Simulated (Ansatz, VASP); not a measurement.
## Two plane-wave programs on V2SiS3

File POSCAR:

```
V2SiS3
1.0
    4.6105376386      0.0000000000      0.0000000000
    0.0000000000      4.6105376386      0.0000000000
    0.0000000000      0.0000000000      4.5882397777
V Si S
2 1 3
Direct
    0.5000000000      0.0000000000      0.2620780534
    0.0000000000      0.5000000000      0.2620780534
    0.5000000000      0.5000000000      0.0553212838
    0.5000000000      0.0000000000      0.7669589894
    0.0000000000      0.5000000000      0.7669589894
    0.0000000000      0.0000000000      0.2791683805
```

Contents of INCAR.step1:

```
SYSTEM = V2SiS3
PREC = Accurate
ENCUT = 520
ISMEAR = 0
SIGMA = 0.1
LREAL = .False.
LASPH = .True.
NELM = 60
NBANDS = 33
GGA = PE
ALGO = Normal
EDIFF = 1E-4
LWAVE = .True.
LCHARG = .False.
```

File INCAR.step2:

```
SYSTEM = V2SiS3
PREC = Accurate
ENCUT = 520
EDIFF = 1E-6
ISMEAR = 0
SIGMA = 0.1
LREAL = .False.
LASPH = .True.
NELM = 60
ALGO = Normal
ISIF = 2
LWAVE = .False.
LCHARG = .False.
METAGGA = R2SCAN
LMIXTAU = .True.
NBANDS = 33
ISTART = 1
```

Contents of KPOINTS:

```
regular mesh
0
Gamma
  8 8 8
  0 0 0
```

Input for Ansatz:

```yaml
crystal:
  lattice:
    - [4.6105376386, 0.0, 0.0]
    - [0.0, 4.6105376386, 0.0]
    - [0.0, 0.0, 4.5882397777]
  atoms:
    - { symbol: V, position: [0.5, 0.0, 0.2620780534] }
    - { symbol: V, position: [0.0, 0.5, 0.2620780534] }
    - { symbol: Si, position: [0.5, 0.5, 0.0553212838] }
    - { symbol: S, position: [0.5, 0.0, 0.7669589894] }
    - { symbol: S, position: [0.0, 0.5, 0.7669589894] }
    - { symbol: S, position: [0.0, 0.0, 0.2791683805] }
basis:
  ecutwfc: 500
kpoints:
  mp_grid: { grid: [8, 8, 8] }
hamiltonian:
  xc: r2scan
scf:
  occupations: { method: gaussian, width: 0.1 }
output:
  forces: true
  stress: true
  eigenvalues: true
```

Alike in both runs: task single point; functional r2SCAN; k mesh 8 × 8 × 8; occupations gaussian, width 0.1 eV; no spin polarisation.

|  | VASP | Ansatz |
| --- | --- | --- |
| version | VASP 6.6.1 | Ansatz 0.2.0 |
| potentials or method | VASP PAW PBE potentials, release 64 (V_sv, Si, S), cutoff 520 eV | scalar-relativistic, plane waves, PAW |
| valence electrons in the cell | 48 | 48 |

Ansatz gave:

- gap on the k mesh at the Fermi level (eV): none
- pressure (GPa): -1.1
- traceless stress, the component that is largest in VASP (GPa): -0.29
- rms of the force components (eV/Å): 0.053

Problem. Estimate VASP's values.

Solution. gap on the k mesh at the Fermi level (eV): none; pressure (GPa): -1.1; traceless stress, the component that is largest in VASP (GPa): -0.34; rms of the force components (eV/Å): 0.053.

VASP's potentials were made for PBE, not for r2SCAN. Atom by atom the forces differ by 0.003 eV/Å (rms over components). A gap of «none» marks a metal or a gap that the smearing closes.
